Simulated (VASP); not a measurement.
# TiC (Immm) in VASP: notebook

Runs on TiC. Level: PBE. Tasks: single point.

Everything below comes from runs of VASP 6.6.1. Logs are shortened: lines on timing, memory, paths and dates and some standing lists are left out, and cuts for length are marked.

## 1. The cell of the first run

Symmetry: Immm, No. 71, orthorhombic system. The conventional cell has a = 3.029 Å, b = 3.098 Å, c = 4.333 Å, α = 90.00°, β = 90.00°, γ = 90.00°. Within 2.9 Å of Ti (site symmetry mmm) lie 6 C at 2.17 Å. Within 2.9 Å of C (site symmetry mmm) lie 6 Ti at 2.17 Å.

## 2. Single point, PBE (strain +0.0225 x Voigt [0, 0, 0, 1, 0, 0])

INCAR reads:

```
SYSTEM = TiC
PREC = Accurate
ENCUT = 520
EDIFF = 1E-6
ISMEAR = 0
SIGMA = 0.15
LREAL = .False.
LASPH = .True.
NELM = 80
ALGO = Normal
ISIF = 2
LWAVE = .False.
LCHARG = .False.
GGA = PE
NBANDS = 15
```

KPOINTS reads:

```
regular mesh
0
Gamma
  24 24 24
  0 0 0
```

POSCAR reads:

```
TiC
1.0
    0.0000000000      2.1908342162      2.1908342162
    2.1664615241      0.0243726921      2.1664615241
    2.1664615241      2.1664615241      0.0243726921
Ti C
1 1
Direct
    0.0000000000      0.0000000000      0.0000000000
    0.5000000000      0.5000000000      0.5000000000
```

Potentials or basis: VASP PAW PBE potentials, release 64 (Ti_sv, C).

Command:

```
> cat potpaw_PBE.64/Ti_sv/POTCAR potpaw_PBE.64/C/POTCAR > POTCAR
> mpirun -np 1 vasp_std > vasp.out
```

OUTCAR:

```text
SYSTEM = TiC
   PREC = Accurate
   ENCUT = 520
   EDIFF = 1E-6
   ISMEAR = 0
   LREAL = .False.
   LASPH = .True.
   NELM = 80
   ISIF = 2
   GGA = PE

 ion  position               nearest neighbor table
   1  0.000  0.000  0.000-   2 2.17   2 2.17   2 2.17   2 2.17   2 2.17   2 2.17
   2  0.500  0.500  0.500-   1 2.17   1 2.17   1 2.17   1 2.17   1 2.17   1 2.17

  LATTYP: Found a body centered orthorhombic cell.
 ALAT       =     3.0293710780
 B/A-ratio  =     1.0227560050
 C/A-ratio  =     1.4303044878

  Lattice vectors:

 A1 = (  -2.1664615241,   2.1664615241,   0.0243726921)
 A2 = (  -2.1664615241,  -2.1664615241,  -0.0243726921)
 A3 = (   2.1664615241,   0.0243726921,   2.1664615241)

Analysis of symmetry for initial positions (statically):
=====================================================================
 Subroutine PRICEL returns:
 Original cell was already a primitive cell.

 Routine SETGRP: Setting up the symmetry group for a
 body centered orthorhombic supercell.

 Subroutine GETGRP returns: Found  8 space group operations
 (whereof  8 operations were pure point group operations)
 out of a pool of  8 trial point group operations.

The static configuration has the point symmetry D_2h.

Analysis of symmetry for dynamics (positions and initial velocities):
=====================================================================
 Subroutine PRICEL returns:
 Original cell was already a primitive cell.

 Routine SETGRP: Setting up the symmetry group for a
 body centered orthorhombic supercell.

 Subroutine GETGRP returns: Found  8 space group operations
 (whereof  8 operations were pure point group operations)
 out of a pool of  8 trial point group operations.

The dynamic configuration has the point symmetry D_2h.

 Subroutine INISYM returns: Found  8 space group operations
 (whereof  8 operations are pure point group operations),
 and found     1 'primitive' translations

----------------------------------------------------------------------------------------

                                     Primitive cell

  volume of cell :      20.3342

  direct lattice vectors                    reciprocal lattice vectors
     0.000000000  2.190834216  2.190834216    -0.230791082  0.228223567  0.228223567
     2.166461524  0.024372692  2.166461524     0.230791082 -0.233417024  0.233417024
     2.166461524  2.166461524  0.024372692     0.230791082  0.233417024 -0.233417024

  length of vectors
     3.098307461  3.063936210  3.063936210     0.396782707  0.402779763  0.402779763

  position of ions in fractional coordinates (direct lattice)
     0.000000000  0.000000000  0.000000000
     0.500000000  0.500000000  0.500000000

  ion indices of the primitive-cell ions
   primitive index   ion index
                 1           1
                 2           2

----------------------------------------------------------------------------------------

 KPOINTS: regular mesh

Automatic generation of k-mesh.
 Grid dimensions read from file:
 generate k-points for:   24   24   24

 Generating k-lattice:

  Cartesian coordinates                     Fractional coordinates (reciprocal lattice)
    -0.009616295  0.009509315  0.009509315     0.041666667 -0.000000000 -0.000000000
     0.009616295 -0.009725709  0.009725709     0.000000000  0.041666667  0.000000000
     0.009616295  0.009725709 -0.009725709     0.000000000  0.000000000  0.041666667

  Length of vectors
     0.016532613  0.016782490  0.016782490

  Shift w.r.t. Gamma in fractional coordinates (k-lattice)
     0.000000000  0.000000000  0.000000000

 Subroutine IBZKPT returns following result:
 ===========================================

 Found   1963 irreducible k-points:

 Following reciprocal coordinates:
            Coordinates               Weight
  0.000000  0.000000  0.000000      1.000000
  0.041667 -0.000000 -0.000000      4.000000
  0.083333 -0.000000 -0.000000      4.000000
  0.125000  0.000000 -0.000000      4.000000
  0.166667  0.000000 -0.000000      4.000000
  0.208333 -0.000000 -0.000000      4.000000
[... 16 lines left out ...]
  0.375000  0.041667  0.000000      8.000000
  0.416667  0.041667 -0.000000      8.000000
 [... further k-points ...]
   k-points           NKPTS =   1963   k-points in BZ     NKDIM =   1963   number of bands    NBANDS=     15
   number of dos      NEDOS =    301   number of ions     NIONS =      2
   total plane-waves  NPLWV =  13824
   dimension x,y,z NGX =    24 NGY =   24 NGZ =   24
   dimension x,y,z NGXF=    48 NGYF=   48 NGZF=   48
   ions per type =               1   1
   NGX,Y,Z   is equivalent  to a cutoff of  12.88, 13.02, 13.02 a.u.
   NGXF,Y,Z  is equivalent  to a cutoff of  25.76, 26.04, 26.04 a.u.
 SYSTEM =  TiC
   PREC   = accura    normal or accurate (medium, high low for compatibility)
   ISTART =      0    job   : 0-new  1-cont  2-samecut
   ICHARG =      2    charge: 1-file 2-atom 10-const
   ISPIN  =      1    spin polarized calculation?
   LNONCOLLINEAR =      F non collinear calculations
   LSORBIT =      F    spin-orbit coupling
   LASPH  =      T    aspherical Exc in radial PAW
   ENCUT  =  520.0 eV  38.22 Ry    6.18 a.u.   5.76  5.70  5.70*2*pi/ulx,y,z
   NELM   =     80;   NELMIN=  2; NELMDL= -5     # of ELM steps
   EDIFF  = 0.1E-05   stopping-criterion for ELM
   LREAL  =      F    real-space projection
   EDIFFG = 0.1E-04   stopping-criterion for IOM
   NSW    =      0    number of steps for IOM
   IBRION =     -1    ionic relax: 0-MD 1-quasi-New 2-CG
   NFREE  =      0    steps in history (QN), initial steepest desc. (CG)
   ISIF   =      2    stress and relaxation
   ISYM   =      2    0-nonsym 1-usesym 2-fastsym
   POTIM  = 0.5000    time-step for ionic-motion
   TEBEG  =    0.0;   TEEND  =   0.0 temperature during run
   PSTRESS=    0.0 pullay stress
   NELECT =      16.0000    total number of electrons
   NUPDOWN=      -1.0000    fix difference up-down
   EMIN   =  10.00;   EMAX   =-10.00  energy-range for DOS
   EFERMI =   0.00;   METHOD = LEGACY
   ISMEAR =     0;   SIGMA  =   0.15  broadening in eV -4-tet -1-fermi 0-gaus
   EFERMI_NEDOS =   21; number of points for ismear=-14 and -15
   IALGO  =     38    algorithm
   IMIX   =      4    mixing-type and parameters
     AMIX     =   0.40;   BMIX     =  1.00
     AMIX_MAG =   1.60;   BMIX_MAG =  1.00
  volume/ion in A,a.u.               =      10.17        68.61
  Fermi-wavevector in a.u.,A,eV,Ry     =   1.511375  2.856084 31.079158  2.284254
  Thomas-Fermi vector in A             =   2.621440
   LORBIT       =      0    0 simple, 1 ext, 2 COOP (PROOUT), +10 PAW based schemes
   GGA     = PE    functional components
   LHFCALC =     F    Hartree Fock is set to
   AEXX    =    0.0000 exact exchange contribution
   IVDW    =     0    specifies the selected vdW correction
   LEPSILON=     F    determine dielectric tensor
   LRPA    =     F    only Hartree local field effects (RPA)
 non-spin polarized calculation
 Gauss-broadening in eV      SIGMA  =   0.15
  energy-cutoff  :      520.00
  volume of cell :       20.33
 maximum number of plane-waves:       560
   NGX = 11   NGY = 11   NGZ = 11

 number of electron      16.0000000 magnetization

 Free energy of the ion-electron system (eV)
  ---------------------------------------------------
  ext. energy  EPLUGINS =         0.00000000
  ---------------------------------------------------
  free energy    TOTEN  =       -18.70560582 eV

  energy without entropy =      -18.70224689  energy(sigma->0) =      -18.70392635

 E-fermi :   9.4121     XC(G=0): -12.6933

 val. band max:        9.4103473478   @ k =   0.3750   0.4167   0.0417
 cond. band min:       9.4131115246   @ k =   0.0000   0.2500   0.2083
 fundamental gap:      0.0027641768
 Fermi energy:         9.4120744742

 k-point     1 :       0.0000    0.0000    0.0000
  band No.  band energies     occupation
      1     -47.1890      2.00000
      2     -23.2215      2.00000
      3     -23.2136      2.00000
      4     -23.2047      2.00000
      5      -2.9914      2.00000
      6       9.9907      0.00000
      7      10.0871      0.00000
      8      10.2027      0.00000
      9      10.9857      0.00000
     10      11.0751      0.00000
     11      11.1174      0.00000
     12      11.1175      0.00000
     13      11.1752      0.00000
     14      19.8727      0.00000
     15      23.4358      0.00000

 k-point     2 :       0.0417   -0.0000   -0.0000
  band No.  band energies     occupation
      1     -47.1878      2.00000
      2     -23.2285      2.00000
      3     -23.2159      2.00000
      4     -23.2055      2.00000
      5      -2.9525      2.00000
      6       9.7936      0.00032
      7       9.9845      0.00000
      8      10.1385      0.00000
      9      10.5632      0.00000
     10      10.6178      0.00000
     11      11.1486      0.00000
     12      11.7344      0.00000
     13      11.7953      0.00000
     14      19.9450      0.00000
     15      23.4517      0.00000

 k-point     3 :       0.0833   -0.0000   -0.0000
  band No.  band energies     occupation
      1     -47.1843      2.00000
      2     -23.2527      2.00000
      3     -23.2188      2.00000
      4     -23.2079      2.00000
      5      -2.8370      2.00000
      6       9.3060      1.68275
      7       9.6024      0.07268
      8       9.7456      0.00166
      9      10.4181      0.00000
     10      10.4943      0.00000
     11      11.3893      0.00000
     12      12.4243      0.00000
     13      12.4784      0.00000
     14      20.1445      0.00000
     15      23.4784      0.00000

 k-point     4 :       0.1250    0.0000   -0.0000
  band No.  band energies     occupation
      1     -47.1788      2.00000
      2     -23.2922      2.00000
      3     -23.2222      2.00000
      4     -23.2118      2.00000
      5      -2.6481      2.00000
      6       8.6969      2.00000
      7       9.0806      1.99823
      8       9.2168      1.93443
      9      10.5043      0.00000
     10      10.5958      0.00000
     11      11.6174      0.00000
     12      13.1320      0.00000
     13      13.1759      0.00000
     14      20.4174      0.00000
     15      23.4721      0.00000
[... 307 lines left out ...]
 k-point    22 :       0.3333    0.0417   -0.0000
  band No.  band energies     occupation
      1     -47.1389      2.00000
      2     -23.5650      2.00000
      3     -23.2519      2.00000
      4     -23.2402      2.00000
      5      -0.9888      2.00000
      6       5.4626      2.00000
      7       7.1131      2.00000
      8       7.2957      2.00000
      9      11.4611      0.00000
     10      11.7406      0.00000
     11      12.6572      0.00000
     12      15.8521      0.00000
     13      16.4533      0.00000
     14      19.6917      0.00000
     15      24.4616      0.00000

 k-point    23 :       0.3750    0.0417    0.0000
  band No.  band energies     occupation
      1     -47.1313      2.00000
      2     -23.6166      2.00000
      3     -23.2556      2.00000
      4     -23.2464      2.00000
      5      -0.5533      2.00000
      6       4.8391      2.00000
      7       6.8733      2.00000
      8       7.0343      2.00000
      9      11.7246      0.00000
     10      11.9592      0.00000
     11      12.8934      0.00000
     12      16.3834      0.00000
     13      16.8811      0.00000
     14      19.0896      0.00000
     15      24.9489      0.00000

 k-point    24 :       0.4167    0.0417   -0.0000
  band No.  band energies     occupation
      1     -47.1251      2.00000
      2     -23.6578      2.00000
      3     -23.2582      2.00000
      4     -23.2518      2.00000
      5      -0.1373      2.00000
      6       4.2856      2.00000
      7       6.6950      2.00000
      8       6.8391      2.00000
      9      11.9581      0.00000
     10      12.1346      0.00000
     11      13.1252      0.00000
     12      16.8362      0.00000
     13      17.1749      0.00000
     14      18.5584      0.00000
     15      24.8032      0.00000

 [... further k-points ...]

------------------------ aborting loop because EDIFF is reached ----------------------------------------

  FORCE on cell =-STRESS in cart. coord.  units (eV):
  Direction    XX          YY          ZZ          XY          YZ          ZX
  --------------------------------------------------------------------------------------
  -------------------------------------------------------------------------------------
  Total        0.0267917      0.0273736      0.0273736     -0.0000000     -0.4802660      0.0000000
  in kB        2.1109721      2.1568225      2.1568225     -0.0000000    -37.8411648      0.0000000
  external PRESSURE =       2.1415391 kB  Pullay stress =       0.0000000 kB

 VOLUME and BASIS-vectors are now :
 -----------------------------------------------------------------------------
  energy-cutoff  :      520.00
  volume of cell :       20.33
      direct lattice vectors                 reciprocal lattice vectors
     0.000000000  2.190834216  2.190834216    -0.230791082  0.228223567  0.228223567
     2.166461524  0.024372692  2.166461524     0.230791082 -0.233417024  0.233417024
     2.166461524  2.166461524  0.024372692     0.230791082  0.233417024 -0.233417024

 POSITION                                       TOTAL-FORCE (eV/Angst)
 -----------------------------------------------------------------------------------
      0.00000      0.00000      0.00000         0.000000     -0.000000     -0.000000
      2.16646      2.19083      2.19083         0.000000      0.000000      0.000000
 -----------------------------------------------------------------------------------
    total drift:                                0.000000     -0.000000     -0.000000

  FREE ENERGIE OF THE ION-ELECTRON SYSTEM (eV)
  ---------------------------------------------------
  free  energy   TOTEN  =       -18.7056058212 eV

  energy  without entropy=      -18.7022468888  energy(sigma->0) =      -18.70392635
```

Run time: 7.2 min. Hardware: 1 thread of AMD EPYC 7R13 (Zen 3), shared host; peak memory 0.63 GiB.

Results:

```
Free energy            : -18.7056 eV
Pressure               : 0.2 GPa
Band gap on the k mesh : zero (bands 8 and 9 overlap by 1.19 eV)
```

Levels at points of the mesh, in eV from the Fermi level:
| k point | band 6 | band 7 | band 8 | band 9 | band 10 | band 11 |
| --- | --- | --- | --- | --- | --- | --- |
| (0.00, 0.00, 0.00) | 0.58 | 0.68 | 0.79 | 1.57 | 1.66 | 1.71 |
| (0.50, 0.00, 0.00) | -5.85 | -2.91 | -2.75 | 2.81 | 2.93 | 4.04 |
| (0.00, 0.50, 0.00) | -5.84 | -3.04 | -2.89 | 2.87 | 2.97 | 4.14 |
| (0.50, 0.50, 0.00) | -3.44 | -1.62 | -0.05 | -0.05 | 2.69 | 3.50 |
| (0.00, 0.50, 0.50) | -3.44 | -1.62 | -0.20 | 0.11 | 2.70 | 3.50 |

Caveat: the cell differs from its parent crystal (strain +0.0225 x Voigt [0, 0, 0, 1, 0, 0]).

(Part 1 of 2 ends here.)
